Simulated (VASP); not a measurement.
# BeS (F-43m) in VASP: a series of runs, part 2 of 2

VASP 6.6.1. Earlier steps stand in the parts before.

### 3 Single point, PBE+D3(BJ) (14.31 Å³/atom)

This run uses another cell than the first one, of 14.31 Å³/atom.

INCAR

```
ALGO = Normal
EDIFF = 1E-6
ENCUT = 600
GGA = PE
GGA_COMPAT = F
ISIF = 2
ISMEAR = 0
IVDW = 12
LASPH = T
LCHARG = F
LREAL = F
LWAVE = F
NBANDS = 11
NELM = 120
PREC = Accurate
SIGMA = 0.05
```

KPOINTS

```
k-points
0
Gamma
  8 8 8
```

POSCAR

```
BeS
1.0
    0.0000000000      2.4276680592      2.4276680592
    2.4276680592      0.0000000000      2.4276680592
    2.4276680592      2.4276680592      0.0000000000
Be S
1 1
Direct
    0.0000000000      0.0000000000      0.0000000000
    0.7500000000      0.7500000000      0.7500000000
```

Potentials or basis: VASP PAW PBE potentials, release 64 (Be, S).

The run is started by

```
cat potpaw_PBE.64/Be/POTCAR potpaw_PBE.64/S/POTCAR > POTCAR
mpirun -np 1 vasp_std > vasp.out
```

OUTCAR:

```text
EDIFF = 1E-6
   ENCUT = 600
   GGA = PE
   ISIF = 2
   ISMEAR = 0
   IVDW = 12
   LASPH = T
   LREAL = F
   NELM = 120
   PREC = Accurate
 IVDW          = 12

 ion  position               nearest neighbor table
   1  0.000  0.000  0.000-   2 2.10   2 2.10   2 2.10   2 2.10
   2  0.750  0.750  0.750-   1 2.10   1 2.10   1 2.10   1 2.10

  LATTYP: Found a face centered cubic cell.
 ALAT       =     4.8553361184

  Lattice vectors:

 A1 = (   0.0000000000,   2.4276680592,   2.4276680592)
 A2 = (   2.4276680592,   0.0000000000,   2.4276680592)
 A3 = (   2.4276680592,   2.4276680592,   0.0000000000)

Analysis of symmetry for initial positions (statically):
=====================================================================
 Subroutine PRICEL returns:
 Original cell was already a primitive cell.

 Routine SETGRP: Setting up the symmetry group for a
 face centered cubic supercell.

 Subroutine GETGRP returns: Found 24 space group operations
 (whereof 24 operations were pure point group operations)
 out of a pool of 48 trial point group operations.

The static configuration has the point symmetry T_d .

Analysis of symmetry for dynamics (positions and initial velocities):
=====================================================================
 Subroutine PRICEL returns:
 Original cell was already a primitive cell.

 Routine SETGRP: Setting up the symmetry group for a
 face centered cubic supercell.

 Subroutine GETGRP returns: Found 24 space group operations
 (whereof 24 operations were pure point group operations)
 out of a pool of 48 trial point group operations.

The dynamic configuration has the point symmetry T_d .

 Subroutine INISYM returns: Found 24 space group operations
 (whereof 24 operations are pure point group operations),
 and found     1 'primitive' translations

----------------------------------------------------------------------------------------

[... 118 lines left out ...]
   LHFCALC =     F    Hartree Fock is set to
   AEXX    =    0.0000 exact exchange contribution
   IVDW    =    12    specifies the selected vdW correction
   LEPSILON=     F    determine dielectric tensor
   LRPA    =     F    only Hartree local field effects (RPA)
 non-spin polarized calculation
 Gauss-broadening in eV      SIGMA  =   0.05
  energy-cutoff  :      600.00
  volume of cell :       28.62
 maximum number of plane-waves:       982
   NGX = 13   NGY = 13   NGZ = 13

 number of electron       7.9999999 magnetization

 Free energy of the ion-electron system (eV)
  ---------------------------------------------------
  ext. energy  EPLUGINS =         0.00000000
  ---------------------------------------------------
  free energy    TOTEN  =       -10.01204487 eV

  energy without entropy =      -10.01204487  energy(sigma->0) =      -10.01204487

 E-fermi :   4.4409     XC(G=0):  -9.7171

 val. band max:        4.1405619380   @ k =   0.0000   0.0000   0.0000
 cond. band min:       7.2588957600   @ k =   0.5000   0.5000   0.0000
 fundamental gap:      3.1183338220
 Fermi energy:         4.4408821628

 k-point     1 :       0.0000    0.0000    0.0000
  band No.  band energies     occupation
      1      -9.5298      2.00000
      2       4.1406      2.00000
      3       4.1406      2.00000
      4       4.1406      2.00000
      5       9.8117      0.00000
      6       9.8117      0.00000
      7       9.8117      0.00000
      8       9.9989      0.00000
      9      16.9477      0.00000
     10      16.9477      0.00000
     11      18.9879      0.00000
[... 309 lines left out ...]
 k-point    24 :      -0.3750    0.2500    0.1250
  band No.  band energies     occupation
      1      -7.6544      2.00000
      2      -1.0933      2.00000
      3       1.3756      2.00000
      4       2.3113      2.00000
      5      10.2417      0.00000
      6      10.7238      0.00000
      7      13.2629      0.00000
      8      14.6452      0.00000
      9      15.5818      0.00000
     10      19.4478      0.00000
     11      20.0970      0.00000

 [... further k-points ...]

------------------------ aborting loop because EDIFF is reached ----------------------------------------

 Edisp (eV)   -0.60066

 E8    (eV) :    -0.2153

  FORCE on cell =-STRESS in cart. coord.  units (eV):
  Direction    XX          YY          ZZ          XY          YZ          ZX
  --------------------------------------------------------------------------------------
  -------------------------------------------------------------------------------------
  Total      -0.40858    -0.40858    -0.40858    -0.00000     0.00000    -0.00000
  in kB     -22.87649   -22.87649   -22.87649    -0.00000     0.00000    -0.00000
  external pressure =      -22.88 kB  Pullay stress =        0.00 kB

 VOLUME and BASIS-vectors are now :
 -----------------------------------------------------------------------------
  energy-cutoff  :      600.00
  volume of cell :       28.62
      direct lattice vectors                 reciprocal lattice vectors
     0.000000000  2.427668059  2.427668059    -0.205958965  0.205958965  0.205958965
     2.427668059  0.000000000  2.427668059     0.205958965 -0.205958965  0.205958965
     2.427668059  2.427668059  0.000000000     0.205958965  0.205958965 -0.205958965

 POSITION                                       TOTAL-FORCE (eV/Angst)
 -----------------------------------------------------------------------------------
      0.00000      0.00000      0.00000        -0.000000     -0.000000     -0.000000
      3.64150      3.64150      3.64150         0.000000      0.000000      0.000000
 -----------------------------------------------------------------------------------
    total drift:                                0.000000      0.000000     -0.000000

  FREE ENERGIE OF THE ION-ELECTRON SYSTEM (eV)
  ---------------------------------------------------
  free  energy   TOTEN  =       -10.6127026317 eV

  energy  without entropy=      -10.6127026317  energy(sigma->0) =      -10.61270263
```

OSZICAR:

```text
N       E                     dE             d eps       ncg     rms          rms(c)
DAV:   1     0.234664589693E+02    0.23466E+02   -0.41587E+03   638   0.699E+02
DAV:   2    -0.874936772669E+01   -0.32216E+02   -0.30868E+02   861   0.122E+02
DAV:   3    -0.101763928637E+02   -0.14270E+01   -0.14234E+01   807   0.258E+01
DAV:   4    -0.101852561856E+02   -0.88633E-02   -0.88623E-02   804   0.239E+00
DAV:   5    -0.101853281349E+02   -0.71949E-04   -0.71949E-04   811   0.210E-01    0.564E+00
DAV:   6    -0.100510362396E+02    0.13429E+00   -0.11683E-01   731   0.164E+00    0.384E+00
DAV:   7    -0.100106978153E+02    0.40338E-01   -0.11723E-01   806   0.180E+00    0.996E-01
DAV:   8    -0.100119037764E+02   -0.12060E-02   -0.65718E-03   824   0.420E-01    0.144E-01
DAV:   9    -0.100119988280E+02   -0.95052E-04   -0.50472E-04   788   0.144E-01    0.293E-02
DAV:  10    -0.100120392784E+02   -0.40450E-04   -0.71481E-05   793   0.475E-02    0.994E-03
DAV:  11    -0.100120446059E+02   -0.53275E-05   -0.16827E-05   780   0.215E-02    0.844E-03
DAV:  12    -0.100120448687E+02   -0.26275E-06   -0.40378E-07   622   0.464E-03
   1 F= -.10612703E+02 E0= -.10612703E+02  d E =-.355007E-19
```

Run time: 24 s. Hardware: 1 thread of Intel Xeon 8259CL, shared host; peak memory 0.16 GiB.

Results:

```yaml
Free_energy: -10.6127 eV
Pressure: -2.3 GPa
Band_gap_on_the_k_mesh: 3.12 eV (least direct gap 5.67 eV)
Dispersion_energy_per_atom: -0.300 eV
```

Levels at points of the mesh, in eV from the valence-band top:
```csv
k point,band 1,band 2,band 3,band 4,band 5,band 6,band 7,band 8,band 9
"(0.00, 0.00, 0.00)",-13.67,0.00,0.00,0.00,5.67,5.67,5.67,5.86,12.81
"(0.50, 0.00, 0.00)",-12.07,-5.77,-1.03,-1.03,5.47,6.56,6.56,11.19,14.92
"(0.50, 0.50, 0.00)",-11.53,-5.00,-2.63,-2.63,3.12,4.92,12.76,12.76,15.52
```

Caveat: three body term missing. Expect the measured gap to be larger: semilocal functionals such as PBE lack the derivative discontinuity.

### 4 Single point, PBE+D3(BJ) (14.59 Å³/atom)

This run uses another cell than the first one, of 14.59 Å³/atom.

INCAR

```
SYSTEM = BeS
PREC = Accurate
ENCUT = 600
EDIFF = 1E-6
ISMEAR = 0
SIGMA = 0.05
LREAL = .False.
LASPH = .True.
NELM = 120
ALGO = Normal
ISIF = 2
LWAVE = .False.
LCHARG = .True.
GGA = PE
IVDW = 12
LELF = .True.
LVHAR = .True.
NBANDS = 11
GGA_COMPAT = .False.
```

KPOINTS

```
regular mesh
0
Gamma
  8 8 8
  0 0 0
```

POSCAR

```
BeS
1.0
    0.0000000000      2.4434325792      2.4434325792
    2.4434325792      0.0000000000      2.4434325792
    2.4434325792      2.4434325792      0.0000000000
Be S
1 1
Direct
    0.0000000000      0.0000000000      0.0000000000
    0.7500000000      0.7500000000      0.7500000000
```

The run is started by

```
cat potpaw_PBE.64/Be/POTCAR potpaw_PBE.64/S/POTCAR > POTCAR
mpirun -np 1 vasp_std > vasp.out
```

Wall time 23 s (1 thread of Intel Xeon 8259CL, shared host); peak memory 0.16 GiB.

Results (log left out):

```yaml
Free_energy: -10.6017 eV
Pressure: -4.0 GPa
Band_gap_on_the_k_mesh: 3.16 eV (least direct gap 5.68 eV)
Dispersion_energy_per_atom: -0.294 eV
```

Levels at points of the mesh, in eV from the valence-band top:
| k point | band 1 | band 2 | band 3 | band 4 | band 5 | band 6 | band 7 | band 8 |
| --- | --- | --- | --- | --- | --- | --- | --- | --- |
| (0.00, 0.00, 0.00) | -13.54 | 0.00 | 0.00 | 0.00 | 5.68 | 5.68 | 5.68 | 5.70 |
| (0.50, 0.00, 0.00) | -11.99 | -5.64 | -1.00 | -1.00 | 5.40 | 6.57 | 6.57 | 11.10 |
| (0.50, 0.50, 0.00) | -11.47 | -4.90 | -2.56 | -2.56 | 3.16 | 4.94 | 12.60 | 12.60 |

Caveat: three body term missing; the cell stands under tension. A k mesh can miss the band edges.

### 5 Overview

```csv
cell,gap on the mesh (eV),pressure (GPa)
"a = 3.388 Å, angles 60.0°, 2 atoms",3.03,1.6
"a = 3.433 Å, angles 60.0°, 2 atoms",3.12,-2.3
"a = 3.456 Å, angles 60.0°, 2 atoms",3.16,-4.0
```

Alike in all rows: task single point; level PBE+D3(BJ); potentials or basis VASP PAW PBE potentials, release 64 (Be, S); no spin polarisation; k mesh 8 × 8 × 8; cutoff (eV) 600; smearing gaussian 0.05 eV.

Caveats: three body term missing; the cell stands under tension (at least some runs).

Total energies depend on the potentials used, so only differences within one code and one set of settings carry meaning.
